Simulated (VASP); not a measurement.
Write the native input for VASP 6.6.1 that does the following.

```yaml
Task: single point
Functional: r2SCAN
Potentials_or_basis: VASP PAW PBE potentials, release 64 (Al, Ru_pv)
Cutoff: 520 eV
k_mesh: 16 × 16 × 16
Occupations: fermi-dirac, width 0.01 eV
Spin: no spin polarisation
Dipole_correction: no
Further_INCAR_settings: ALGO = Normal; EDIFF = 1e-06; NBANDS = 17
```

The system is Al2Ru.

```
Al Ru
1.0
    -1.56097    1.56097    4.22223
     1.56097   -1.56097    4.22223
     1.56097    1.56097   -4.22223
Al Ru
2 1
Direct
  0.65909 0.65909 0.00000
  0.34091 0.34091 0.00000
  0.00000 0.00000 0.00000
```

The input as run:

POSCAR

```
Al2Ru
1.0
   -1.5609713034      1.5609713034      4.2222304652
    1.5609713034     -1.5609713034      4.2222304652
    1.5609713034      1.5609713034     -4.2222304652
Al Ru
2 1
Direct
    0.6590889260      0.6590889260      0.0000000000
    0.3409110740      0.3409110740      0.0000000000
    0.0000000000      0.0000000000      0.0000000000
```

INCAR.step1

```
PREC = Accurate
ENCUT = 520
ISMEAR = -1
SIGMA = 0.01
LREAL = F
LASPH = T
NELM = 100
NBANDS = 17
GGA = PE
ALGO = Normal
EDIFF = 1E-4
LWAVE = T
LCHARG = F
```

INCAR.step2

```
PREC = Accurate
ENCUT = 520
EDIFF = 1E-6
ISMEAR = -1
SIGMA = 0.01
LREAL = F
LASPH = T
NELM = 100
ALGO = Normal
ISIF = 2
LWAVE = F
LCHARG = F
METAGGA = R2SCAN
LMIXTAU = T
NBANDS = 17
ISTART = 1
```

KPOINTS

```
Automatic mesh
0
Gamma
  16 16 16
```

Potentials or basis: VASP PAW PBE potentials, release 64 (Al, Ru_pv).

Command:

```sh
$ cat potpaw_PBE.64/Al/POTCAR potpaw_PBE.64/Ru_pv/POTCAR > POTCAR
$ cp INCAR.step1 INCAR
$ mpirun -np 1 vasp_std > vasp.out
$ cp INCAR.step2 INCAR
$ mpirun -np 1 vasp_std > vasp.out
```

Results of the run:

- Pressure: -0.1 GPa
- Largest force: 0.016 eV/Å
- Band gap on the k mesh: zero (bands 10 and 11 overlap by 0.02 eV)

Caveat: the PAW data sets were made with another functional, which shifts forces and pressure a little.

Run time: 28 min on 1 thread of Oxide Virtual Turin-like Processor, on a shared host, peak memory 0.36 GiB.
